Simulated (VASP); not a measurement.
Set up this calculation in VASP 6.6.1, as the native input.

```yaml
Task: single point
Functional: PBEsol
Potentials_or_basis: VASP PAW PBE potentials, release 64 (Na_pv)
Cutoff: 400 eV
k_mesh: 8 × 8 × 8
Occupations: gaussian, width 0.1 eV
Spin: no spin polarisation
Dipole_correction: no
Further_INCAR_settings: ALGO = Normal; EDIFF = 1e-06; NBANDS = 14
```

The structure of Na lies in POSCAR:

```
Na
1.0
    0.0000000000      3.6570000000      3.6570000000
    3.6570000000      0.0000000000      3.6570000000
    3.6570000000      3.6570000000      0.0000000000
Na
2
Direct
    0.2500000000      0.2500000000      0.2500000000
    0.7500000000      0.7500000000      0.7500000000
```

These files were run (other wordings do the same):

INCAR

```
PREC = Accurate ; ENCUT = 400
EDIFF = 1E-6 ; ISMEAR = 0
SIGMA = 0.1 ; LREAL = F
LASPH = T ; NELM = 120
ALGO = Normal ; ISIF = 2
LWAVE = F ; LCHARG = F
GGA = PS ; NBANDS = 14
GGA_COMPAT = F
```

KPOINTS

```
Automatic mesh
0
Gamma
  8 8 8
```

Potentials or basis: VASP PAW PBE potentials, release 64 (Na_pv).

Command:

```console
$ cat potpaw_PBE.64/Na_pv/POTCAR > POTCAR
$ mpirun -np 1 vasp_std > vasp.out
```

It gave:

| Property | Result |
| --- | --- |
| Pressure | -1.1 GPa |
| Band gap on the k mesh | zero (band 7 reaches 0.40 eV, above the bottom of band 8 at -0.98 eV) |

Caveat: the PAW data sets were made with another functional, which shifts forces and pressure a little.

Run time: 35 s on 1 thread of Intel Xeon 8259CL, on a shared host, peak memory 0.19 GiB.
